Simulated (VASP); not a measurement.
# Ti in VASP: further runs

Ti is run at these levels: PBE; tasks: single point.

Everything below comes from runs of VASP 6.6.1. Logs are shortened: lines on timing, memory, paths and dates and some standing lists are left out, and cuts for length are marked.

## 1. The cell of the first run

It takes space group P6_3/mmc (No. 194, hexagonal). Conventional cell: a = 2.938 Å, b = 2.938 Å, c = 4.651 Å, α = 90.00°, β = 90.00°, γ = 120.00°. Ti (site symmetry -6m2) has 12 Ti at 2.88 to 2.94 Å within 3.8 Å.

## 2. Single point, PBE

INCAR reads:

```
PREC = Accurate ; ENCUT = 520
EDIFF = 1E-6 ; ISMEAR = 0
SIGMA = 0.15 ; LREAL = F
LASPH = T ; NELM = 80
ALGO = Fast ; ISIF = 2
LWAVE = F ; LCHARG = T
GGA = PE ; LELF = T
LVHAR = T ; NBANDS = 19
```

KPOINTS reads:

```
Automatic mesh
0
Gamma
  24 24 14
```

POSCAR reads:

```
Ti
1.0
    2.9384580613      0.0000000000      0.0000000000
   -1.4692290307      2.5447793290      0.0000000000
    0.0000000000      0.0000000000      4.6506340139
Ti
2
Direct
    0.3333333333      0.6666666667      0.2500000000
    0.6666666667      0.3333333333      0.7500000000
```

Potentials or basis: VASP PAW PBE potentials, release 64 (Ti_sv).

Run with:

```bash
$ cat potpaw_PBE.64/Ti_sv/POTCAR > POTCAR
$ mpirun -np 1 vasp_std > vasp.out
```

OUTCAR:

```text
PREC = Accurate
   ENCUT = 520
   EDIFF = 1E-6
   ISMEAR = 0
   LREAL = F
   LASPH = T
   NELM = 80
   ISIF = 2
   GGA = PE

 ion  position               nearest neighbor table
   1  0.333  0.667  0.250-   2 2.88   2 2.88   2 2.88   2 2.88   2 2.88   2 2.88
   2  0.667  0.333  0.750-   1 2.88   1 2.88   1 2.88   1 2.88   1 2.88   1 2.88

  LATTYP: Found a hexagonal cell.
 ALAT       =     2.9384580613
 C/A-ratio  =     1.5826783697

  Lattice vectors:

 A1 = (   2.9384580613,   0.0000000000,   0.0000000000)
 A2 = (  -1.4692290307,   2.5447793290,   0.0000000000)
 A3 = (   0.0000000000,   0.0000000000,   4.6506340139)

Analysis of symmetry for initial positions (statically):
=====================================================================
 Subroutine PRICEL returns:
 Original cell was already a primitive cell.

 Routine SETGRP: Setting up the symmetry group for a
 hexagonal supercell.

 Subroutine GETGRP returns: Found 24 space group operations
 (whereof 12 operations were pure point group operations)
 out of a pool of 24 trial point group operations.

The static configuration has the point symmetry D_3d.
 The point group associated with its full space group is D_6h.

Analysis of symmetry for dynamics (positions and initial velocities):
=====================================================================
 Subroutine PRICEL returns:
 Original cell was already a primitive cell.

 Routine SETGRP: Setting up the symmetry group for a
 hexagonal supercell.

 Subroutine GETGRP returns: Found 24 space group operations
 (whereof 12 operations were pure point group operations)
 out of a pool of 24 trial point group operations.

The dynamic configuration has the point symmetry D_3d.
 The point group associated with its full space group is D_6h.

 Subroutine INISYM returns: Found 24 space group operations
 (whereof 12 operations are pure point group operations),
 and found     1 'primitive' translations

----------------------------------------------------------------------------------------

                                     Primitive cell

  volume of cell :      34.7762

  direct lattice vectors                    reciprocal lattice vectors
     2.938458061  0.000000000  0.000000000     0.340314539  0.196480691  0.000000000
    -1.469229031  2.544779329  0.000000000     0.000000000  0.392961381  0.000000000
     0.000000000  0.000000000  4.650634014     0.000000000  0.000000000  0.215024445

  length of vectors
     2.938458061  2.938458061  4.650634014     0.392961381  0.392961381  0.215024445

  position of ions in fractional coordinates (direct lattice)
     0.333333333  0.666666667  0.250000000
     0.666666667  0.333333333  0.750000000

  ion indices of the primitive-cell ions
   primitive index   ion index
                 1           1
                 2           2

----------------------------------------------------------------------------------------

 KPOINTS: Automatic mesh

Automatic generation of k-mesh.
 Grid dimensions read from file:
 generate k-points for:   24   24   14

 Generating k-lattice:

  Cartesian coordinates                     Fractional coordinates (reciprocal lattice)
     0.014179772  0.008186695  0.000000000     0.041666667 -0.000000000  0.000000000
     0.000000000  0.016373391  0.000000000     0.000000000  0.041666667  0.000000000
     0.000000000  0.000000000  0.015358889     0.000000000  0.000000000  0.071428571

  Length of vectors
     0.016373391  0.016373391  0.015358889

  Shift w.r.t. Gamma in fractional coordinates (k-lattice)
     0.000000000  0.000000000  0.000000000

 Subroutine IBZKPT returns following result:
 ===========================================

 Found    488 irreducible k-points:

 Following reciprocal coordinates:
            Coordinates               Weight
  0.000000  0.000000  0.000000      1.000000
  0.041667 -0.000000  0.000000      6.000000
  0.083333 -0.000000  0.000000      6.000000
  0.125000 -0.000000  0.000000      6.000000
  0.166667 -0.000000  0.000000      6.000000
  0.208333  0.000000  0.000000      6.000000
[... 16 lines left out ...]
  0.416667  0.041667  0.000000     12.000000
  0.458333  0.041667  0.000000     12.000000
 [... further k-points ...]
   k-points           NKPTS =    488   k-points in BZ     NKDIM =    488   number of bands    NBANDS=     19
   number of dos      NEDOS =    301   number of ions     NIONS =      2
   total plane-waves  NPLWV =  20736
   dimension x,y,z NGX =    24 NGY =   24 NGZ =   36
   dimension x,y,z NGXF=    48 NGYF=   48 NGZF=   72
   ions per type =               2
   NGX,Y,Z   is equivalent  to a cutoff of  13.58, 13.58, 12.87 a.u.
   NGXF,Y,Z  is equivalent  to a cutoff of  27.16, 27.16, 25.74 a.u.
 SYSTEM =  unknown system
   PREC   = accura    normal or accurate (medium, high low for compatibility)
   ISTART =      0    job   : 0-new  1-cont  2-samecut
   ICHARG =      2    charge: 1-file 2-atom 10-const
   ISPIN  =      1    spin polarized calculation?
   LNONCOLLINEAR =      F non collinear calculations
   LSORBIT =      F    spin-orbit coupling
   LASPH  =      T    aspherical Exc in radial PAW
   ENCUT  =  520.0 eV  38.22 Ry    6.18 a.u.   5.46  5.46  8.65*2*pi/ulx,y,z
   NELM   =     80;   NELMIN=  2; NELMDL= -5     # of ELM steps
   EDIFF  = 0.1E-05   stopping-criterion for ELM
   LREAL  =      F    real-space projection
   EDIFFG = 0.1E-04   stopping-criterion for IOM
   NSW    =      0    number of steps for IOM
   IBRION =     -1    ionic relax: 0-MD 1-quasi-New 2-CG
   NFREE  =      0    steps in history (QN), initial steepest desc. (CG)
   ISIF   =      2    stress and relaxation
   ISYM   =      2    0-nonsym 1-usesym 2-fastsym
   POTIM  = 0.5000    time-step for ionic-motion
   TEBEG  =    0.0;   TEEND  =   0.0 temperature during run
   PSTRESS=    0.0 pullay stress
   NELECT =      24.0000    total number of electrons
   NUPDOWN=      -1.0000    fix difference up-down
   EMIN   =  10.00;   EMAX   =-10.00  energy-range for DOS
   EFERMI =   0.00;   METHOD = LEGACY
   ISMEAR =     0;   SIGMA  =   0.15  broadening in eV -4-tet -1-fermi 0-gaus
   EFERMI_NEDOS =   21; number of points for ismear=-14 and -15
   IALGO  =     68    algorithm
   IMIX   =      4    mixing-type and parameters
     AMIX     =   0.40;   BMIX     =  1.00
     AMIX_MAG =   1.60;   BMIX_MAG =  1.00
  volume/ion in A,a.u.               =      17.39       117.34
  Fermi-wavevector in a.u.,A,eV,Ry     =   1.446721  2.733905 28.476998  2.093000
  Thomas-Fermi vector in A             =   2.564757
   LORBIT       =      0    0 simple, 1 ext, 2 COOP (PROOUT), +10 PAW based schemes
   GGA     = PE    functional components
   LHFCALC =     F    Hartree Fock is set to
   AEXX    =    0.0000 exact exchange contribution
   IVDW    =     0    specifies the selected vdW correction
   LEPSILON=     F    determine dielectric tensor
   LRPA    =     F    only Hartree local field effects (RPA)
 non-spin polarized calculation
 RMM-DIIS sequential band-by-band and
 Gauss-broadening in eV      SIGMA  =   0.15
  energy-cutoff  :      520.00
  volume of cell :       34.78
 maximum number of plane-waves:       965
 NGX is ok and might be reduce to    24
   NGX = 11   NGY = 11   NGZ = 17

 number of electron      24.0000002 magnetization

 Free energy of the ion-electron system (eV)
  ---------------------------------------------------
  ext. energy  EPLUGINS =         0.00000000
  ---------------------------------------------------
  free energy    TOTEN  =       -15.68345208 eV

  energy without entropy =      -15.66003642  energy(sigma->0) =      -15.67174425

 E-fermi :   8.3248     XC(G=0): -11.4923

 val. band max:        8.3234815929   @ k =   0.0417  -0.0000   0.2857
 cond. band min:       8.3340803985   @ k =   0.2500   0.2500   0.4286
 fundamental gap:      0.0105988056
 Fermi energy:         8.3247837627

 k-point     1 :       0.0000    0.0000    0.0000
  band No.  band energies     occupation
      1     -48.5385      2.00000
      2     -48.4021      2.00000
      3     -25.1250      2.00000
      4     -24.4852      2.00000
      5     -24.4852      2.00000
      6     -24.4187      2.00000
[... 11 lines left out ...]
     18       9.9422      0.00000
     19      11.4708      0.00000

 k-point     2 :       0.0417   -0.0000    0.0000
  band No.  band energies     occupation
      1     -48.5368      2.00000
      2     -48.4014      2.00000
      3     -25.1212      2.00000
      4     -24.4930      2.00000
      5     -24.4878      2.00000
      6     -24.4203      2.00000
[... 11 lines left out ...]
     18       9.9141      0.00000
     19      11.4862      0.00000

 k-point     3 :       0.0833   -0.0000    0.0000
  band No.  band energies     occupation
      1     -48.5317      2.00000
      2     -48.3994      2.00000
      3     -25.1098      2.00000
      4     -24.5160      2.00000
      5     -24.4955      2.00000
      6     -24.4252      2.00000
[... 11 lines left out ...]
     18       9.8354      0.00000
     19      11.5277      0.00000

 k-point     4 :       0.1250   -0.0000    0.0000
  band No.  band energies     occupation
      1     -48.5236      2.00000
      2     -48.3964      2.00000
      3     -25.0914      2.00000
      4     -24.5527      2.00000
      5     -24.5075      2.00000
      6     -24.4543      2.00000
[... 11 lines left out ...]
     18       9.8642      0.00000
     19      11.5849      0.00000

 k-point     5 :       0.1667   -0.0000    0.0000
  band No.  band energies     occupation
      1     -48.5129      2.00000
      2     -48.3926      2.00000
      3     -25.0666      2.00000
      4     -24.6009      2.00000
      5     -24.5229      2.00000
      6     -24.5027      2.00000
[... 11 lines left out ...]
     18      10.0622      0.00000
     19      11.6472      0.00000

 k-point     6 :       0.2083    0.0000    0.0000
  band No.  band energies     occupation
      1     -48.5001      2.00000
      2     -48.3884      2.00000
      3     -25.0362      2.00000
      4     -24.6572      2.00000
      5     -24.5580      2.00000
      6     -24.5403      2.00000
[... 11 lines left out ...]
     18      10.3021      0.00000
     19      11.7067      0.00000

 k-point     7 :       0.2500   -0.0000    0.0000
  band No.  band energies     occupation
      1     -48.4859      2.00000
      2     -48.3843      2.00000
      3     -25.0015      2.00000
      4     -24.7180      2.00000
      5     -24.6162      2.00000
      6     -24.5587      2.00000
[... 11 lines left out ...]
     18      10.5726      0.00000
     19      11.7590      0.00000

 k-point     8 :       0.2917   -0.0000    0.0000
  band No.  band energies     occupation
      1     -48.4711      2.00000
      2     -48.3808      2.00000
      3     -24.9638      2.00000
      4     -24.7791      2.00000
      5     -24.6732      2.00000
      6     -24.5767      2.00000
[... 256 lines left out ...]
 k-point    20 :       0.2917    0.0417    0.0000
  band No.  band energies     occupation
      1     -48.4630      2.00000
      2     -48.3792      2.00000
      3     -24.9422      2.00000
      4     -24.8073      2.00000
      5     -24.7038      2.00000
      6     -24.5860      2.00000
[... 11 lines left out ...]
     18      11.1005      0.00000
     19      11.8095      0.00000

 k-point    21 :       0.3333    0.0417    0.0000
  band No.  band energies     occupation
      1     -48.4490      2.00000
      2     -48.3773      2.00000
      3     -24.9036      2.00000
      4     -24.8603      2.00000
      5     -24.7501      2.00000
      6     -24.6029      2.00000
[... 11 lines left out ...]
     18      11.4265      0.00000
     19      11.8376      0.00000

 k-point    22 :       0.3750    0.0417    0.0000
  band No.  band energies     occupation
      1     -48.4367      2.00000
      2     -48.3766      2.00000
      3     -24.9036      2.00000
      4     -24.8675      2.00000
      5     -24.7876      2.00000
      6     -24.6164      2.00000
[... 11 lines left out ...]
     18      11.7794      0.00000
     19      11.8575      0.00000

 k-point    23 :       0.4167    0.0417    0.0000
  band No.  band energies     occupation
      1     -48.4272      2.00000
      2     -48.3769      2.00000
      3     -24.9343      2.00000
      4     -24.8379      2.00000
      5     -24.8140      2.00000
      6     -24.6258      2.00000
[... 11 lines left out ...]
     18      11.8701      0.00000
     19      12.1914      0.00000

 k-point    24 :       0.4583    0.0417    0.0000
  band No.  band energies     occupation
      1     -48.4218      2.00000
      2     -48.3774      2.00000
      3     -24.9501      2.00000
      4     -24.8277      2.00000
      5     -24.8203      2.00000
      6     -24.6306      2.00000
[... 11 lines left out ...]
     18      11.8763      0.00000
     19      12.6122      0.00000

 [... further k-points ...]
[... 5 lines left out ...]
  --------------------------------------------------------------------------------------
  -------------------------------------------------------------------------------------
  Total       -0.1304343     -0.1304343     -0.1357304      0.0000000      0.0000000      0.0000000
  in kB       -6.0092555     -6.0092555     -6.2532538      0.0000000      0.0000000      0.0000000
  external PRESSURE =      -6.0905883 kB  Pullay stress =       0.0000000 kB

 VOLUME and BASIS-vectors are now :
 -----------------------------------------------------------------------------
  energy-cutoff  :      520.00
  volume of cell :       34.78
      direct lattice vectors                 reciprocal lattice vectors
     2.938458061  0.000000000  0.000000000     0.340314539  0.196480691  0.000000000
    -1.469229031  2.544779329  0.000000000     0.000000000  0.392961381  0.000000000
     0.000000000  0.000000000  4.650634014     0.000000000  0.000000000  0.215024445

 POSITION                                       TOTAL-FORCE (eV/Angst)
 -----------------------------------------------------------------------------------
     -0.00000      1.69652      1.16266         0.000000     -0.000000      0.000000
      1.46923      0.84826      3.48798        -0.000000      0.000000      0.000000
 -----------------------------------------------------------------------------------
    total drift:                               -0.000000      0.000000     -0.000000

  FREE ENERGIE OF THE ION-ELECTRON SYSTEM (eV)
  ---------------------------------------------------
  free  energy   TOTEN  =       -15.6834520771 eV

  energy  without entropy=      -15.6600364164  energy(sigma->0) =      -15.67174425
```

Wall time 6.8 min (1 thread of Intel Xeon Platinum 8559C (Emerald Rapids), shared host); peak memory 0.36 GiB.

Results:

```yaml
Free_energy: -15.6835 eV
Pressure: -0.6 GPa
Band_gap_on_the_k_mesh: zero (band 12 reaches 9.10 eV, above the bottom of band 13 at 7.95 eV)
```

## 3. Single point, PBE (shear of c along a, cell held: +1.0 %, then relaxed in part)

INCAR reads:

```
SYSTEM = Ti
  PREC = Accurate
  ENCUT = 520
  EDIFF = 1E-6
  ISMEAR = 0
  SIGMA = 0.1
  LREAL = .False.
  LASPH = .True.
  NELM = 60
  ALGO = Fast
  ISIF = 2
  LWAVE = .False.
  LCHARG = .True.
  GGA = PE
  LELF = .True.
  LVHAR = .True.
  NBANDS = 19
```

KPOINTS reads:

```
Automatic mesh
0
Gamma
  24 24 12
  0 0 0
```

POSCAR reads:

```
Ti
1.0
    2.9384580613      0.0000000000      0.0000000000
   -1.4692290307      2.5447793291      0.0000000000
    0.0465063401      0.0000000000      4.6506340141
Ti
2
Direct
    0.3333333333      0.6666666667      0.2500000000
    0.6666666667      0.3333333333      0.7500000000
```

Potentials or basis: VASP PAW PBE potentials, release 64 (Ti_sv).

Run with:

```bash
$ cat potpaw_PBE.64/Ti_sv/POTCAR > POTCAR
$ mpirun -np 1 vasp_std > vasp.out
```

Run time: 18 min. Hardware: 1 thread of Intel Xeon 6975P-C (Granite Rapids), shared host; peak memory 0.98 GiB.

The run converged. Its results:

| Quantity | Value |
| --- | --- |
| Free energy | -15.6767 eV |
| Pressure | -0.6 GPa |
| Band gap on the k mesh | zero (band 12 reaches 9.10 eV, above the bottom of band 13 at 7.96 eV) |

Stress tensor (GPa, compression positive):
```
-0.56  0.00 -0.44
 0.00 -0.57  0.00
-0.44  0.00 -0.61
```

Levels at points of the mesh, in eV from the Fermi level:
```
           k point  band 8  band 9  band 10  band 11  band 12  band 13  band 14  band 15  band 16  band 17
(0.00, 0.00, 0.00)  -32.72   -6.22    -2.69     0.76     0.76     0.76     0.88     1.26     1.26     1.61
(0.50, 0.00, 0.00)  -32.79   -2.35    -2.16    -1.85    -0.64     0.47     0.62     1.17     3.32     3.55
(0.00, 0.50, 0.00)  -32.79   -2.35    -2.16    -1.85    -0.64     0.46     0.62     1.17     3.32     3.55
(0.00, 0.00, 0.50)  -32.76   -4.36    -4.36     0.08     0.08     0.67     0.67     0.67     0.67     2.75
(0.50, 0.00, 0.50)  -32.87   -2.55    -2.54    -0.83    -0.80     1.27     1.36     1.71     1.72     3.45
(0.00, 0.50, 0.50)  -32.87   -2.55    -2.55    -0.82    -0.82     1.31     1.31     1.72     1.72     3.46
```

Caveat: the cell differs from its parent crystal (shear of c along a, cell held: +1.0 %, then relaxed in part).
